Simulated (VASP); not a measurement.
# InAs (F-43m) in VASP: further runs

The runs below take InAs through single point, with PBE.

Everything below comes from runs of VASP 6.6.1. Logs are shortened: lines on timing, memory, paths and dates and some standing lists are left out, and cuts for length are marked.

**1. The cell of the first run**

Symmetry: F-43m, No. 216, cubic system. The conventional cell has a = 6.188 Å, b = 6.188 Å, c = 6.188 Å, α = 90.00°, β = 90.00°, γ = 90.00°. Within 3.5 Å of In (site symmetry -43m) lie 4 As at 2.68 Å. As (site symmetry -43m) has 4 In at 2.68 Å within 3.5 Å.

**2. Single point, PBE**

Input file INCAR:

```
ALGO = Normal ; EDIFF = 1E-6
ENCUT = 520 ; GGA = PE
ISIF = 2 ; ISMEAR = 0
LASPH = T ; LCHARG = F
LREAL = F ; LWAVE = F
NBANDS = 16 ; NELM = 60
PREC = Accurate ; SIGMA = 0.1
```

Input file KPOINTS:

```
k-points
0
Gamma
  12 12 12
```

Input file POSCAR:

```
InAs
1.0
    0.0000000000      3.0942002533      3.0942002533
    3.0942002533      0.0000000000      3.0942002533
    3.0942002533      3.0942002533      0.0000000000
In As
1 1
Direct
    0.7500000000      0.7500000000      0.7500000000
    0.0000000000      0.0000000000      0.0000000000
```

Potentials or basis: VASP PAW PBE potentials, release 64 (In_d, As).

On the command line:

```console
cat potpaw_PBE.64/In_d/POTCAR potpaw_PBE.64/As/POTCAR > POTCAR
mpirun -np 1 vasp_std > vasp.out
```

OUTCAR:

```text
EDIFF = 1E-6
   ENCUT = 520
   GGA = PE
   ISIF = 2
   ISMEAR = 0
   LASPH = T
   LREAL = F
   NELM = 60
   PREC = Accurate

 ion  position               nearest neighbor table
   1  0.750  0.750  0.750-   2 2.68   2 2.68   2 2.68   2 2.68
   2  0.000  0.000  0.000-   1 2.68   1 2.68   1 2.68   1 2.68

  LATTYP: Found a face centered cubic cell.
 ALAT       =     6.1884005066

  Lattice vectors:

 A1 = (   0.0000000000,   3.0942002533,   3.0942002533)
 A2 = (   3.0942002533,   0.0000000000,   3.0942002533)
 A3 = (   3.0942002533,   3.0942002533,   0.0000000000)

Analysis of symmetry for initial positions (statically):
=====================================================================
 Subroutine PRICEL returns:
 Original cell was already a primitive cell.

 Routine SETGRP: Setting up the symmetry group for a
 face centered cubic supercell.

 Subroutine GETGRP returns: Found 24 space group operations
 (whereof 24 operations were pure point group operations)
 out of a pool of 48 trial point group operations.

The static configuration has the point symmetry T_d .

Analysis of symmetry for dynamics (positions and initial velocities):
=====================================================================
 Subroutine PRICEL returns:
 Original cell was already a primitive cell.

 Routine SETGRP: Setting up the symmetry group for a
 face centered cubic supercell.

 Subroutine GETGRP returns: Found 24 space group operations
 (whereof 24 operations were pure point group operations)
 out of a pool of 48 trial point group operations.

The dynamic configuration has the point symmetry T_d .

 Subroutine INISYM returns: Found 24 space group operations
 (whereof 24 operations are pure point group operations),
 and found     1 'primitive' translations

----------------------------------------------------------------------------------------

                                     Primitive cell

  volume of cell :      59.2482

  direct lattice vectors                    reciprocal lattice vectors
     0.000000000  3.094200253  3.094200253    -0.161592644  0.161592644  0.161592644
     3.094200253  0.000000000  3.094200253     0.161592644 -0.161592644  0.161592644
     3.094200253  3.094200253  0.000000000     0.161592644  0.161592644 -0.161592644

  length of vectors
     4.375859963  4.375859963  4.375859963     0.279886670  0.279886670  0.279886670

  position of ions in fractional coordinates (direct lattice)
     0.750000000  0.750000000  0.750000000
     0.000000000  0.000000000  0.000000000

  ion indices of the primitive-cell ions
   primitive index   ion index
                 1           1
                 2           2

----------------------------------------------------------------------------------------

 KPOINTS: k-points

Automatic generation of k-mesh.
 Grid dimensions read from file:
 generate k-points for:   12   12   12

 Generating k-lattice:

  Cartesian coordinates                     Fractional coordinates (reciprocal lattice)
    -0.013466054  0.013466054  0.013466054     0.083333333  0.000000000  0.000000000
     0.013466054 -0.013466054  0.013466054     0.000000000  0.083333333  0.000000000
     0.013466054  0.013466054 -0.013466054     0.000000000  0.000000000  0.083333333

  Length of vectors
     0.023323889  0.023323889  0.023323889

  Shift w.r.t. Gamma in fractional coordinates (k-lattice)
     0.000000000  0.000000000  0.000000000

 Subroutine IBZKPT returns following result:
 ===========================================

 Found     72 irreducible k-points:

 Following reciprocal coordinates:
            Coordinates               Weight
  0.000000  0.000000  0.000000      1.000000
  0.083333  0.000000  0.000000      8.000000
  0.166667  0.000000  0.000000      8.000000
  0.250000  0.000000  0.000000      8.000000
  0.333333  0.000000  0.000000      8.000000
  0.416667  0.000000  0.000000      8.000000
[... 16 lines left out ...]
  0.500000  0.166667  0.000000     24.000000
 -0.416667  0.166667  0.000000     24.000000
 [... further k-points ...]
   k-points           NKPTS =     72   k-points in BZ     NKDIM =     72   number of bands    NBANDS=     16
   number of dos      NEDOS =    301   number of ions     NIONS =      2
   total plane-waves  NPLWV =  46656
   dimension x,y,z NGX =    36 NGY =   36 NGZ =   36
   dimension x,y,z NGXF=    72 NGYF=   72 NGZF=   72
   ions per type =               1   1
   NGX,Y,Z   is equivalent  to a cutoff of  13.68, 13.68, 13.68 a.u.
   NGXF,Y,Z  is equivalent  to a cutoff of  27.35, 27.35, 27.35 a.u.
 SYSTEM =  unknown system
   PREC   = accura    normal or accurate (medium, high low for compatibility)
   ISTART =      0    job   : 0-new  1-cont  2-samecut
   ICHARG =      2    charge: 1-file 2-atom 10-const
   ISPIN  =      1    spin polarized calculation?
   LNONCOLLINEAR =      F non collinear calculations
   LSORBIT =      F    spin-orbit coupling
   LASPH  =      T    aspherical Exc in radial PAW
   ENCUT  =  520.0 eV  38.22 Ry    6.18 a.u.   8.14  8.14  8.14*2*pi/ulx,y,z
   NELM   =     60;   NELMIN=  2; NELMDL= -5     # of ELM steps
   EDIFF  = 0.1E-05   stopping-criterion for ELM
   LREAL  =      F    real-space projection
   EDIFFG = 0.1E-04   stopping-criterion for IOM
   NSW    =      0    number of steps for IOM
   IBRION =     -1    ionic relax: 0-MD 1-quasi-New 2-CG
   NFREE  =      0    steps in history (QN), initial steepest desc. (CG)
   ISIF   =      2    stress and relaxation
   ISYM   =      2    0-nonsym 1-usesym 2-fastsym
   POTIM  = 0.5000    time-step for ionic-motion
   TEBEG  =    0.0;   TEEND  =   0.0 temperature during run
   PSTRESS=    0.0 pullay stress
   NELECT =      18.0000    total number of electrons
   NUPDOWN=      -1.0000    fix difference up-down
   EMIN   =  10.00;   EMAX   =-10.00  energy-range for DOS
   EFERMI =   0.00;   METHOD = LEGACY
   ISMEAR =     0;   SIGMA  =   0.10  broadening in eV -4-tet -1-fermi 0-gaus
   EFERMI_NEDOS =   21; number of points for ismear=-14 and -15
   IALGO  =     38    algorithm
   IMIX   =      4    mixing-type and parameters
     AMIX     =   0.40;   BMIX     =  1.00
     AMIX_MAG =   1.60;   BMIX_MAG =  1.00
  volume/ion in A,a.u.               =      29.62       199.91
  Fermi-wavevector in a.u.,A,eV,Ry     =   1.100544  2.079726 16.479325  1.211196
  Thomas-Fermi vector in A             =   2.236956
   LORBIT       =      0    0 simple, 1 ext, 2 COOP (PROOUT), +10 PAW based schemes
   GGA     = PE    functional components
   LHFCALC =     F    Hartree Fock is set to
   AEXX    =    0.0000 exact exchange contribution
   IVDW    =     0    specifies the selected vdW correction
   LEPSILON=     F    determine dielectric tensor
   LRPA    =     F    only Hartree local field effects (RPA)
 non-spin polarized calculation
 Gauss-broadening in eV      SIGMA  =   0.10
  energy-cutoff  :      520.00
  volume of cell :       59.25
 maximum number of plane-waves:      1639
 NGX is ok and might be reduce to    36
   NGX = 17   NGY = 17   NGZ = 17

 number of electron      17.9999997 magnetization

 Free energy of the ion-electron system (eV)
  ---------------------------------------------------
  ext. energy  EPLUGINS =         0.00000000
  ---------------------------------------------------
  free energy    TOTEN  =        -7.71975409 eV

  energy without entropy =       -7.71959553  energy(sigma->0) =       -7.71967481

 E-fermi :   3.8975     XC(G=0):  -8.7923

 val. band max:        3.8322923169   @ k =   0.0000   0.0000   0.0000
 cond. band min:       4.4547286669   @ k =   0.0833   0.0000   0.0000
 fundamental gap:      0.6224363500
 Fermi energy:         3.8975254056

 k-point     1 :       0.0000    0.0000    0.0000
  band No.  band energies     occupation
      1     -10.4334      2.00000
      2     -10.4334      2.00000
      3     -10.4334      2.00000
      4     -10.3339      2.00000
      5     -10.3339      2.00000
      6      -7.6039      2.00000
[... 8 lines left out ...]
     15      13.3349      0.00000
     16      13.3349      0.00000

 k-point     2 :       0.0833    0.0000    0.0000
  band No.  band energies     occupation
      1     -10.4400      2.00000
      2     -10.4312      2.00000
      3     -10.4312      2.00000
      4     -10.3339      2.00000
      5     -10.3339      2.00000
      6      -7.5401      2.00000
[... 8 lines left out ...]
     15      12.8156      0.00000
     16      12.8156      0.00000

 k-point     3 :       0.1667    0.0000    0.0000
  band No.  band energies     occupation
      1     -10.4579      2.00000
      2     -10.4257      2.00000
      3     -10.4257      2.00000
      4     -10.3337      2.00000
      5     -10.3337      2.00000
      6      -7.3561      2.00000
[... 8 lines left out ...]
     15      12.3399      0.00000
     16      12.3399      0.00000

 k-point     4 :       0.2500    0.0000    0.0000
  band No.  band energies     occupation
      1     -10.4814      2.00000
      2     -10.4189      2.00000
      3     -10.4189      2.00000
      4     -10.3328      2.00000
      5     -10.3328      2.00000
      6      -7.0754      2.00000
[... 8 lines left out ...]
     15      12.2949      0.00000
     16      12.2949      0.00000
[... 324 lines left out ...]
 k-point    22 :       0.4167    0.1667    0.0000
  band No.  band energies     occupation
      1     -10.5254      2.00000
      2     -10.4041      2.00000
      3     -10.3995      2.00000
      4     -10.3405      2.00000
      5     -10.3247      2.00000
      6      -6.4700      2.00000
[... 8 lines left out ...]
     15      13.7080      0.00000
     16      14.3688      0.00000

 k-point    23 :       0.5000    0.1667    0.0000
  band No.  band energies     occupation
      1     -10.5335      2.00000
      2     -10.4032      2.00000
      3     -10.3980      2.00000
      4     -10.3367      2.00000
      5     -10.3257      2.00000
      6      -6.2435      2.00000
[... 8 lines left out ...]
     15      13.9653      0.00000
     16      14.4313      0.00000

 k-point    24 :      -0.4167    0.1667    0.0000
  band No.  band energies     occupation
      1     -10.5332      2.00000
      2     -10.4036      2.00000
      3     -10.3992      2.00000
      4     -10.3330      2.00000
      5     -10.3288      2.00000
      6      -6.2089      2.00000
[... 8 lines left out ...]
     15      13.3268      0.00000
     16      13.7470      0.00000

 [... further k-points ...]
[... 5 lines left out ...]
  --------------------------------------------------------------------------------------
  -------------------------------------------------------------------------------------
  Total       -0.0003105     -0.0003105     -0.0003105     -0.0000000      0.0000000     -0.0000000
  in kB       -0.0083955     -0.0083955     -0.0083955     -0.0000000      0.0000000     -0.0000000
  external PRESSURE =      -0.0083955 kB  Pullay stress =       0.0000000 kB

 VOLUME and BASIS-vectors are now :
 -----------------------------------------------------------------------------
  energy-cutoff  :      520.00
  volume of cell :       59.25
      direct lattice vectors                 reciprocal lattice vectors
     0.000000000  3.094200253  3.094200253    -0.161592644  0.161592644  0.161592644
     3.094200253  0.000000000  3.094200253     0.161592644 -0.161592644  0.161592644
     3.094200253  3.094200253  0.000000000     0.161592644  0.161592644 -0.161592644

 POSITION                                       TOTAL-FORCE (eV/Angst)
 -----------------------------------------------------------------------------------
      4.64130      4.64130      4.64130         0.000000      0.000000      0.000000
      0.00000      0.00000      0.00000        -0.000000     -0.000000     -0.000000
 -----------------------------------------------------------------------------------
    total drift:                               -0.000000     -0.000000     -0.000000

  FREE ENERGIE OF THE ION-ELECTRON SYSTEM (eV)
  ---------------------------------------------------
  free  energy   TOTEN  =        -7.7197540928 eV

  energy  without entropy=       -7.7195955281  energy(sigma->0) =       -7.71967481
```

Wall time 25 s (1 thread of Intel Xeon 6975P-C (Granite Rapids), shared host); peak memory 0.24 GiB.

What came out:

```
Free energy            : -7.7198 eV
Pressure               : 0.0 GPa
Band gap on the k mesh : zero (filled and empty bands touch)
```

Caveat: spin-orbit coupling is left out, which moves the levels of the heavy elements.

**3. Single point, PBE**

This run uses another cell than the first one, of 21.86 Å³/atom, 0.738 times its volume.

Input file INCAR:

```
ALGO = Normal
EDIFF = 1E-6
ENCUT = 520
GGA = PE
ISIF = 2
ISMEAR = 0
LASPH = T
LCHARG = F
LREAL = F
LWAVE = F
NBANDS = 16
NELM = 60
PREC = Accurate
SIGMA = 0.1
```

Input file KPOINTS:

```
k-points
0
Gamma
  14 14 14
```

Input file POSCAR:

```
InAs
1.0
    0.0000000000      2.7959708213      2.7959708213
    2.7959708213      0.0000000000      2.7959708213
    2.7959708213      2.7959708213      0.0000000000
In As
1 1
Direct
    0.7500000000      0.7500000000      0.7500000000
    0.0000000000      0.0000000000      0.0000000000
```

Potentials or basis: VASP PAW PBE potentials, release 64 (In_d, As).

On the command line:

```console
cat potpaw_PBE.64/In_d/POTCAR potpaw_PBE.64/As/POTCAR > POTCAR
mpirun -np 1 vasp_std > vasp.out
```

OUTCAR:

```text
EDIFF = 1E-6
   ENCUT = 520
   GGA = PE
   ISIF = 2
   ISMEAR = 0
   LASPH = T
   LREAL = F
   NELM = 60
   PREC = Accurate

 ion  position               nearest neighbor table
   1  0.750  0.750  0.750-   2 2.42   2 2.42   2 2.42   2 2.42
   2  0.000  0.000  0.000-   1 2.42   1 2.42   1 2.42   1 2.42

  LATTYP: Found a face centered cubic cell.
 ALAT       =     5.5919416426

  Lattice vectors:

 A1 = (   0.0000000000,   2.7959708213,   2.7959708213)
 A2 = (   2.7959708213,   0.0000000000,   2.7959708213)
 A3 = (   2.7959708213,   2.7959708213,   0.0000000000)

Analysis of symmetry for initial positions (statically):
=====================================================================
 Subroutine PRICEL returns:
 Original cell was already a primitive cell.

 Routine SETGRP: Setting up the symmetry group for a
 face centered cubic supercell.

 Subroutine GETGRP returns: Found 24 space group operations
 (whereof 24 operations were pure point group operations)
 out of a pool of 48 trial point group operations.

The static configuration has the point symmetry T_d .

Analysis of symmetry for dynamics (positions and initial velocities):
=====================================================================
 Subroutine PRICEL returns:
 Original cell was already a primitive cell.

 Routine SETGRP: Setting up the symmetry group for a
 face centered cubic supercell.

 Subroutine GETGRP returns: Found 24 space group operations
 (whereof 24 operations were pure point group operations)
 out of a pool of 48 trial point group operations.

The dynamic configuration has the point symmetry T_d .

 Subroutine INISYM returns: Found 24 space group operations
 (whereof 24 operations are pure point group operations),
 and found     1 'primitive' translations

----------------------------------------------------------------------------------------

[... 105 lines left out ...]
   EMIN   =  10.00;   EMAX   =-10.00  energy-range for DOS
   EFERMI =   0.00;   METHOD = LEGACY
   ISMEAR =     0;   SIGMA  =   0.10  broadening in eV -4-tet -1-fermi 0-gaus
   EFERMI_NEDOS =   21; number of points for ismear=-14 and -15
   IALGO  =     38    algorithm
   IMIX   =      4    mixing-type and parameters
     AMIX     =   0.40;   BMIX     =  1.00
     AMIX_MAG =   1.60;   BMIX_MAG =  1.00
  volume/ion in A,a.u.               =      21.86       147.50
  Fermi-wavevector in a.u.,A,eV,Ry     =   1.217932  2.301558 20.182315  1.483358
  Thomas-Fermi vector in A             =   2.353236
   LORBIT       =      0    0 simple, 1 ext, 2 COOP (PROOUT), +10 PAW based schemes
   GGA     = PE    functional components
   LHFCALC =     F    Hartree Fock is set to
   AEXX    =    0.0000 exact exchange contribution
   IVDW    =     0    specifies the selected vdW correction
   LEPSILON=     F    determine dielectric tensor
   LRPA    =     F    only Hartree local field effects (RPA)
 non-spin polarized calculation
 Gauss-broadening in eV      SIGMA  =   0.10
  energy-cutoff  :      520.00
  volume of cell :       43.71
 maximum number of plane-waves:      1243
 NGX is ok and might be reduce to    30
   NGX = 15   NGY = 15   NGZ = 15

 number of electron      18.0000004 magnetization

 Free energy of the ion-electron system (eV)
  ---------------------------------------------------
  ext. energy  EPLUGINS =         0.00000000
  ---------------------------------------------------
  free energy    TOTEN  =        -6.61778024 eV

  energy without entropy =       -6.61778024  energy(sigma->0) =       -6.61778024

 E-fermi :   7.7413     XC(G=0): -10.1666

 val. band max:        7.2614462617   @ k =   0.0000   0.0000   0.0000
 cond. band min:       8.2536485756   @ k =   0.0000   0.0000   0.0000
 fundamental gap:      0.9922023139
 Fermi energy:         7.7413002953

 k-point     1 :       0.0000    0.0000    0.0000
  band No.  band energies     occupation
      1      -7.8732      2.00000
      2      -7.8732      2.00000
      3      -7.8732      2.00000
      4      -7.6125      2.00000
      5      -7.6125      2.00000
      6      -6.4273      2.00000
[... 433 lines left out ...]
      3      -7.8068      2.00000
      4      -7.6391      2.00000
      5      -7.5952      2.00000
      6      -5.3369      2.00000
[... 8 lines left out ...]
     15      17.5263      0.00000
     16      17.6888      0.00000

 [... further k-points ...]
[... 5 lines left out ...]
  --------------------------------------------------------------------------------------
  -------------------------------------------------------------------------------------
  Total        8.2359658      8.2359658      8.2359658     -0.0000000      0.0000000      0.0000000
  in kB      301.8541950    301.8541950    301.8541950     -0.0000000      0.0000000      0.0000000
  external PRESSURE =     301.8541950 kB  Pullay stress =       0.0000000 kB

 VOLUME and BASIS-vectors are now :
 -----------------------------------------------------------------------------
  energy-cutoff  :      520.00
  volume of cell :       43.71
      direct lattice vectors                 reciprocal lattice vectors
     0.000000000  2.795970821  2.795970821    -0.178828762  0.178828762  0.178828762
     2.795970821  0.000000000  2.795970821     0.178828762 -0.178828762  0.178828762
     2.795970821  2.795970821  0.000000000     0.178828762  0.178828762 -0.178828762

 POSITION                                       TOTAL-FORCE (eV/Angst)
 -----------------------------------------------------------------------------------
      4.19396      4.19396      4.19396        -0.000000     -0.000000     -0.000000
      0.00000      0.00000      0.00000         0.000000      0.000000      0.000000
 -----------------------------------------------------------------------------------
    total drift:                                0.000000      0.000000      0.000000

  FREE ENERGIE OF THE ION-ELECTRON SYSTEM (eV)
  ---------------------------------------------------
  free  energy   TOTEN  =        -6.6177802360 eV

  energy  without entropy=       -6.6177802360  energy(sigma->0) =       -6.61778024
```

stdout:

```text
POSCAR found type information on POSCAR InAs
 POSCAR found :  2 types and       2 ions
 scaLAPACK will be used
 LDA part: xc-table for (Slater+PW92), standard interpolation
 POSCAR, INCAR and KPOINTS ok, starting setup
 FFT: planning ... GRIDC
 FFT: planning ... GRID_SOFT
 FFT: planning ... GRID
 WAVECAR not read
 entering main loop
```

It took 29 s on 1 thread of Intel Xeon 6975P-C (Granite Rapids), shared host; peak memory 0.22 GiB.

What came out:

- Free energy: -6.6178 eV
- Pressure: 30.2 GPa
- Band gap on the k mesh: 0.99 eV, direct

Caveat: spin-orbit coupling is left out, which moves the levels of the heavy elements. As with any semilocal functional, this PBE gap is likely too small.
